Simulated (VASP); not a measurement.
# Se (Im-3m) in VASP: a series of runs

Se is run at these levels: PBE; tasks: relaxation of cell and atoms.

Everything below comes from runs of VASP 6.6.1. Logs are shortened: lines on timing, memory, paths and dates and some standing lists are left out, and cuts for length are marked.

## 1. The cell of the first run

It takes space group Im-3m (No. 229, cubic). The conventional cell has a = 2.808 Å, b = 2.808 Å, c = 2.808 Å, α = 90.00°, β = 90.00°, γ = 90.00°. Se (site symmetry m-3m) has 14 Se at 2.43 to 2.81 Å within 3.2 Å.

This isn't the form of Se at room conditions, which is trigonal, of chains.

## 2. Relaxation of cell and atoms, PBE, target pressure 20 GPa, at which the enthalpy is minimised

INCAR reads:

```
SYSTEM = Se
ALGO = Normal
EDIFF = 1E-7
EDIFFG = -0.01
ENCUT = 500
GGA = PE
GGA_COMPAT = .False.
IBRION = 2
ISIF = 3
ISMEAR = -1
LASPH = .True.
LCHARG = .False.
LREAL = .False.
LWAVE = .False.
NELM = 120
NELMIN = 4
NSW = 80
PREC = Accurate
PSTRESS = 200.0
SIGMA = 0.05
```

KPOINTS reads:

```
k-points
0
Gamma
  12 12 12
  0 0 0
```

POSCAR reads:

```
Se
1.0
   -1.4038000000      1.4038000000      1.4038000000
    1.4038000000     -1.4038000000      1.4038000000
    1.4038000000      1.4038000000     -1.4038000000
Se
1
Direct
    0.0000000000      0.0000000000      0.0000000000
```

Potentials or basis: VASP PAW PBE potentials, release 64 (Se).

Launch:

```sh
$ cat potpaw_PBE.64/Se/POTCAR > POTCAR
$ mpirun -np 1 vasp_std > vasp.out
```

OUTCAR:

```text
SYSTEM = Se
   EDIFF = 1E-7
   EDIFFG = -0.01
   ENCUT = 500
   GGA = PE
   IBRION = 2
   ISIF = 3
   ISMEAR = -1
   LASPH = .True.
   LREAL = .False.
   NELM = 120
   NELMIN = 4
   NSW = 80
   PREC = Accurate
   PSTRESS = 200.0

 ion  position               nearest neighbor table
   1  0.000  0.000  0.000-

  LATTYP: Found a body centered cubic cell.
 ALAT       =     2.8076000000

  Lattice vectors:

 A1 = (  -1.4038000000,   1.4038000000,   1.4038000000)
 A2 = (   1.4038000000,  -1.4038000000,   1.4038000000)
 A3 = (   1.4038000000,   1.4038000000,  -1.4038000000)

Analysis of symmetry for initial positions (statically):
=====================================================================
 Subroutine PRICEL returns:
 Original cell was already a primitive cell.

 Routine SETGRP: Setting up the symmetry group for a
 body centered cubic supercell.

 Subroutine GETGRP returns: Found 48 space group operations
 (whereof 48 operations were pure point group operations)
 out of a pool of 48 trial point group operations.

The static configuration has the point symmetry O_h .

Analysis of symmetry for dynamics (positions and initial velocities):
=====================================================================
 Subroutine PRICEL returns:
 Original cell was already a primitive cell.

 Routine SETGRP: Setting up the symmetry group for a
 body centered cubic supercell.

 Subroutine GETGRP returns: Found 48 space group operations
 (whereof 48 operations were pure point group operations)
 out of a pool of 48 trial point group operations.

The dynamic configuration has the point symmetry O_h .

 Subroutine INISYM returns: Found 48 space group operations
 (whereof 48 operations are pure point group operations),
 and found     1 'primitive' translations

----------------------------------------------------------------------------------------

                                     Primitive cell

  volume of cell :      11.0656

  direct lattice vectors                    reciprocal lattice vectors
    -1.403800000  1.403800000  1.403800000     0.000000000  0.356176093  0.356176093
     1.403800000 -1.403800000  1.403800000     0.356176093  0.000000000  0.356176093
     1.403800000  1.403800000 -1.403800000     0.356176093  0.356176093  0.000000000

  length of vectors
     2.431452924  2.431452924  2.431452924     0.503709062  0.503709062  0.503709062

  position of ions in fractional coordinates (direct lattice)
     0.000000000  0.000000000  0.000000000

  ion indices of the primitive-cell ions
   primitive index   ion index
                 1           1

----------------------------------------------------------------------------------------

 KPOINTS: k-points

Automatic generation of k-mesh.
 Grid dimensions read from file:
 generate k-points for:   12   12   12

 Generating k-lattice:

  Cartesian coordinates                     Fractional coordinates (reciprocal lattice)
     0.000000000  0.029681341  0.029681341     0.083333333  0.000000000  0.000000000
     0.029681341  0.000000000  0.029681341     0.000000000  0.083333333  0.000000000
     0.029681341  0.029681341  0.000000000     0.000000000  0.000000000  0.083333333

  Length of vectors
     0.041975755  0.041975755  0.041975755

  Shift w.r.t. Gamma in fractional coordinates (k-lattice)
     0.000000000  0.000000000  0.000000000

 Subroutine IBZKPT returns following result:
 ===========================================

 Found     72 irreducible k-points:

 Following reciprocal coordinates:
            Coordinates               Weight
  0.000000  0.000000  0.000000      1.000000
  0.083333  0.000000  0.000000     12.000000
  0.166667  0.000000  0.000000     12.000000
  0.250000  0.000000  0.000000     12.000000
  0.333333  0.000000  0.000000     12.000000
  0.416667  0.000000  0.000000     12.000000
[... 16 lines left out ...]
  0.333333  0.083333  0.083333     24.000000
  0.416667  0.083333  0.083333     12.000000
 [... further k-points ...]
   k-points           NKPTS =     72   k-points in BZ     NKDIM =     72   number of bands    NBANDS=      7
   number of dos      NEDOS =    301   number of ions     NIONS =      1
   total plane-waves  NPLWV =   5832
   dimension x,y,z NGX =    18 NGY =   18 NGZ =   18
   dimension x,y,z NGXF=    36 NGYF=   36 NGZF=   36
   ions per type =               1
   NGX,Y,Z   is equivalent  to a cutoff of  12.31, 12.31, 12.31 a.u.
   NGXF,Y,Z  is equivalent  to a cutoff of  24.61, 24.61, 24.61 a.u.
 SYSTEM =  Se
   PREC   = accura    normal or accurate (medium, high low for compatibility)
   ISTART =      0    job   : 0-new  1-cont  2-samecut
   ICHARG =      2    charge: 1-file 2-atom 10-const
   ISPIN  =      1    spin polarized calculation?
   LNONCOLLINEAR =      F non collinear calculations
   LSORBIT =      F    spin-orbit coupling
   LASPH  =      T    aspherical Exc in radial PAW
   ENCUT  =  500.0 eV  36.75 Ry    6.06 a.u.   4.43  4.43  4.43*2*pi/ulx,y,z
   NELM   =    120;   NELMIN=  4; NELMDL= -5     # of ELM steps
   EDIFF  = 0.1E-06   stopping-criterion for ELM
   LREAL  =      F    real-space projection
   EDIFFG = -.1E-01   stopping-criterion for IOM
   NSW    =     80    number of steps for IOM
   IBRION =      2    ionic relax: 0-MD 1-quasi-New 2-CG
   NFREE  =      1    steps in history (QN), initial steepest desc. (CG)
   ISIF   =      3    stress and relaxation
   ISYM   =      2    0-nonsym 1-usesym 2-fastsym
   POTIM  = 0.5000    time-step for ionic-motion
   TEBEG  =    0.0;   TEEND  =   0.0 temperature during run
   PSTRESS=  200.0 pullay stress
   NELECT =       6.0000    total number of electrons
   NUPDOWN=      -1.0000    fix difference up-down
   EMIN   =  10.00;   EMAX   =-10.00  energy-range for DOS
   EFERMI =   0.00;   METHOD = LEGACY
   ISMEAR =    -1;   SIGMA  =   0.05  broadening in eV -4-tet -1-fermi 0-gaus
   EFERMI_NEDOS =   21; number of points for ismear=-14 and -15
   IALGO  =     38    algorithm
   IMIX   =      4    mixing-type and parameters
     AMIX     =   0.40;   BMIX     =  1.00
     AMIX_MAG =   1.60;   BMIX_MAG =  1.00
  volume/ion in A,a.u.               =      11.07        74.67
  Fermi-wavevector in a.u.,A,eV,Ry     =   1.334955  2.522699 24.247014  1.782105
  Thomas-Fermi vector in A             =   2.463697
   LORBIT       =      0    0 simple, 1 ext, 2 COOP (PROOUT), +10 PAW based schemes
   GGA     = PE    functional components
   LHFCALC =     F    Hartree Fock is set to
   AEXX    =    0.0000 exact exchange contribution
   IVDW    =     0    specifies the selected vdW correction
   LEPSILON=     F    determine dielectric tensor
   LRPA    =     F    only Hartree local field effects (RPA)
 conjugate gradient relaxation of ions
 non-spin polarized calculation
  energy-cutoff  :      500.00
  volume of cell :       11.07
 maximum number of plane-waves:       321
 NGX is ok and might be reduce to    18
   NGX =  9   NGY =  9   NGZ =  9

--------------------------------------- Ionic step        1  -------------------------------------------

 number of electron       6.0000001 magnetization

 Free energy of the ion-electron system (eV)
  ---------------------------------------------------
  ext. energy  EPLUGINS =         0.00000000
  ---------------------------------------------------
  free energy    TOTEN  =        -0.04890084 eV

  energy without entropy =       -0.04600402  energy(sigma->0) =       -0.04745243

 E-fermi :  15.2317     XC(G=0): -13.5674

 val. band max:       15.1379496728   @ k =  -0.4167   0.4167   0.0833
 cond. band min:      15.2461280688   @ k =   0.4167   0.0833   0.0833
 fundamental gap:      0.1081783960
 Fermi energy:        15.2317051032

 k-point     1 :       0.0000    0.0000    0.0000
  band No.  band energies     occupation
      1      -8.6592      2.00000
      2      23.0093      0.00000
      3      23.0093      0.00000
      4      23.0093      0.00000
      5      29.4128      0.00000
      6      29.4128      0.00000
      7      29.4128      0.00000

 k-point     2 :       0.0833    0.0000    0.0000
  band No.  band energies     occupation
      1      -8.3958      2.00000
      2      21.0118      0.00000
      3      21.9372      0.00000
      4      22.7347      0.00000
      5      28.1680      0.00000
      6      28.7202      0.00000
      7      30.9200      0.00000
[... 719 lines left out ...]
  FREE ENERGIE OF THE ION-ELECTRON SYSTEM (eV)
  ---------------------------------------------------
  free  energy   TOTEN  =        -2.7244417149 eV

  energy  without entropy=       -2.7215448446  energy(sigma->0) =       -2.72299328

  enthalpy is  TOTEN    =        -0.6339492343 eV   P V=        2.0904924806

--------------------------------------- Ionic step        8  -------------------------------------------

 number of electron       5.9999999 magnetization

 Free energy of the ion-electron system (eV)
  ---------------------------------------------------
  ext. energy  EPLUGINS =         0.00000000
  ---------------------------------------------------
  free energy    TOTEN  =        -2.73621999 eV

  energy without entropy =       -2.73320911  energy(sigma->0) =       -2.73471455

 E-fermi :   8.0416     XC(G=0): -11.4844

 val. band max:        7.9674763138   @ k =   0.1667   0.1667   0.0000
 cond. band min:       8.1176116213   @ k =  -0.1667   0.1667   0.1667
 fundamental gap:      0.1501353075
 Fermi energy:         8.0416309485

 k-point     1 :       0.0000    0.0000    0.0000
  band No.  band energies     occupation
      1      -9.9969      2.00000
      2      12.0669      0.00000
      3      12.0669      0.00000
      4      12.0669      0.00000
      5      20.8641      0.00000
      6      20.8641      0.00000
      7      20.8641      0.00000

 k-point     2 :       0.0833    0.0000    0.0000
  band No.  band energies     occupation
      1      -9.8164      2.00000
      2      10.9507      0.00000
      3      11.6313      0.00000
      4      11.9801      0.00000
      5      20.1351      0.00000
      6      20.2939      0.00000
      7      21.6553      0.00000
[... 242 lines left out ...]
 POSITION                                       TOTAL-FORCE (eV/Angst)
 -----------------------------------------------------------------------------------
     -0.00000      0.00000      0.00000        -0.000000      0.000000     -0.000000
 -----------------------------------------------------------------------------------
    total drift:                               -0.000000      0.000000     -0.000000

  FREE ENERGIE OF THE ION-ELECTRON SYSTEM (eV)
  ---------------------------------------------------
  free  energy   TOTEN  =        -2.7362199941 eV

  energy  without entropy=       -2.7332091120  energy(sigma->0) =       -2.73471455

  enthalpy is  TOTEN    =        -0.6342011696 eV   P V=        2.1020188245

 reached required accuracy - stopping structural energy minimisation
```

Run time: 18 s. Hardware: 1 thread of AMD EPYC 9R45 (Zen 5), shared host; peak memory 0.09 GiB.

Results:

| Quantity | Value |
| --- | --- |
| Free energy | -2.7362 eV |
| Relaxed volume | 16.84 Å³/atom |
| Relaxed cell | a = 2.797 Å, b = 2.797 Å, c = 2.797 Å, α = 109.47°, β = 109.47°, γ = 109.47° |
| Space group after relaxing (to 0.1 Å) | Im-3m (No. 229) |
| Energy change on relaxing (the run minimises the enthalpy) | -2687.3 meV/atom |
| Ionic steps | 8 |
| Pressure after relaxing | 20.0 GPa |
| Band gap on the k mesh | zero (bands 3 and 4 overlap by 8.92 eV) |

Step by step:
| step | energy change (eV) | largest force (eV/Å) | pressure (GPa) | volume (Å³) |
| --- | --- | --- | --- | --- |
| 1 | 0.0000 | 0.0000 | 175.22 | 11.07 |
| 2 | -1.8123 | 0.0000 | -9.58 | 38.64 |
| 3 | -2.8412 | 0.0000 | 5.72 | 18.86 |
| 4 | -2.7702 | 0.0000 | 13.38 | 17.64 |
| 5 | -2.6822 | 0.0000 | 20.39 | 16.80 |
| 6 | -2.6984 | 0.0000 | 19.17 | 16.93 |
| 7 | -2.6755 | 0.0000 | 20.88 | 16.75 |
| 8 | -2.6873 | 0.0000 | 20.01 | 16.84 |

Final structure:
```
Se
1.0
    -1.61468    1.61468    1.61468
     1.61468   -1.61468    1.61468
     1.61468    1.61468   -1.61468
Se
1
Direct
  0.00000 0.00000 0.00000
```

Levels at points of the mesh, in eV from the Fermi level:
| k point | band 1 | band 2 | band 3 | band 4 | band 5 | band 6 | band 7 |
| --- | --- | --- | --- | --- | --- | --- | --- |
| (0.00, 0.00, 0.00) | -18.04 | 4.03 | 4.03 | 4.03 | 12.82 | 12.82 | 12.82 |
| (0.50, 0.00, 0.00) | -13.34 | -8.33 | 0.12 | 2.70 | 7.10 | 8.07 | 18.52 |
| (0.50, 0.50, 0.50) | -9.85 | -4.04 | -4.04 | -4.04 | 3.12 | 3.12 | 24.68 |

Caveat: the cell is relaxed towards a set pressure, so the run minimises the enthalpy, not the energy; the volume moved by over 15 % at a fixed basis, so the end points are rough.

[end of part 1 of 2]

The gap in the log of VASP goes by the Fermi energy; the results here count the filled bands.